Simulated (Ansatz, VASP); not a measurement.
## Al2Pt in VASP and in Ansatz

The input INCAR:

```
SYSTEM = Al2Pt
PREC     = Accurate       ! precision mode
ENCUT    = 520            ! plane-wave cutoff, eV
EDIFF    = 1E-6           ! SCF threshold, eV
ISMEAR   = 0              ! smearing method
SIGMA    = 0.2            ! smearing width, eV
LREAL    = .FALSE.        ! projectors in reciprocal space
LASPH    = .TRUE.         ! aspherical terms in the spheres
NELM     = 100            ! most SCF steps
ALGO     = Fast           ! electronic algorithm
ISIF     = 2              ! what is computed and relaxed
LWAVE    = .FALSE.        ! write WAVECAR
LCHARG   = .FALSE.        ! write CHGCAR
GGA      = PE             ! functional
NBANDS   = 44             ! bands
```

Contents of KPOINTS:

```
Automatic mesh
0
G
  6 4 4
  0 0 0
```

POSCAR

```
Al2Pt
1.0
    0.0000000000      0.0000000000     -4.2366178655
    2.5066654551     -4.3416719259      0.0000000000
   -7.5199963654     -4.3416719259      0.0000000000
Al Pt
8 4
Direct
    0.5000000000      0.1770948052      0.8229051948
    0.5000000000      0.6770948052      0.3229051948
    0.5000000000      0.6458103897      1.0000000000
    0.5000000000      0.1458103897      0.5000000000
    0.5000000000      0.6770948052      0.6770948052
    0.5000000000      0.1770948052      0.1770948052
    0.0000000000      1.0000000000      1.0000000000
    0.0000000000      0.5000000000      0.5000000000
    0.0000000000      0.5000000000      0.8333333333
    0.0000000000      1.0000000000      0.3333333333
    0.0000000000      0.0000000000      0.6666666667
    0.0000000000      0.5000000000      0.1666666667
```

Input for Ansatz:

```yaml
crystal:
  lattice:
    - [0.0, 0.0, -4.2366178655]
    - [2.5066654551, -4.3416719259, 0.0]
    - [-7.5199963654, -4.3416719259, 0.0]
  atoms:
    - { symbol: Al, position: [0.5, 0.1770948052, 0.8229051948] }
    - { symbol: Al, position: [0.5, 0.6770948052, 0.3229051948] }
    - { symbol: Al, position: [0.5, 0.6458103897, 1.0] }
    - { symbol: Al, position: [0.5, 0.1458103897, 0.5] }
    - { symbol: Al, position: [0.5, 0.6770948052, 0.6770948052] }
    - { symbol: Al, position: [0.5, 0.1770948052, 0.1770948052] }
    - { symbol: Al, position: [0.0, 1.0, 1.0] }
    - { symbol: Al, position: [0.0, 0.5, 0.5] }
    - { symbol: Pt, position: [0.0, 0.5, 0.8333333333] }
    - { symbol: Pt, position: [0.0, 1.0, 0.3333333333] }
    - { symbol: Pt, position: [0.0, 0.0, 0.6666666667] }
    - { symbol: Pt, position: [0.0, 0.5, 0.1666666667] }
basis:
  ecutwfc: 420
kpoints:
  mp_grid: { grid: [6, 4, 4] }
hamiltonian:
  xc: pbe
scf:
  occupations: { method: gaussian, width: 0.2 }
  lower_state_search: "off"
output:
  forces: true
  stress: true
  eigenvalues: true
```

Alike in both runs: task single point; functional PBE; k mesh 6 × 4 × 4; occupations gaussian, width 0.2 eV; no spin polarisation.

```csv
,VASP,Ansatz
version,VASP 6.6.1,Ansatz 0.2.0
potentials or method,"VASP PAW PBE potentials, release 64 (Al, Pt), cutoff 520 eV","scalar-relativistic, plane waves, PAW"
valence electrons in the cell,64,96
```

VASP gave:

| Quantity | Value |
| --- | --- |
| gap on the k mesh at the Fermi level (eV) | none |
| pressure (GPa) | -0.2 |
| traceless stress, the component that is largest in VASP (GPa) | 0.44 |
| rms of the force components (eV/Å) | 0.013 |

**Question.** What did Ansatz give for the same quantities?

**Answer.** gap on the k mesh at the Fermi level (eV): none; pressure (GPa): 0.0; traceless stress, the component that is largest in VASP (GPa): 0.45; rms of the force components (eV/Å): 0.013.

Atom by atom the forces differ by 0.001 eV/Å (rms over components). A gap of «none» marks a metal or a gap that the smearing closes. With one functional, cell and mesh, what is left measures potentials, basis and numerics. VASP's potentials hold 64 valence electrons a cell and Ansatz's 96, so a difference there can come from the potentials and not from the codes.

Spin-orbit coupling is off throughout.
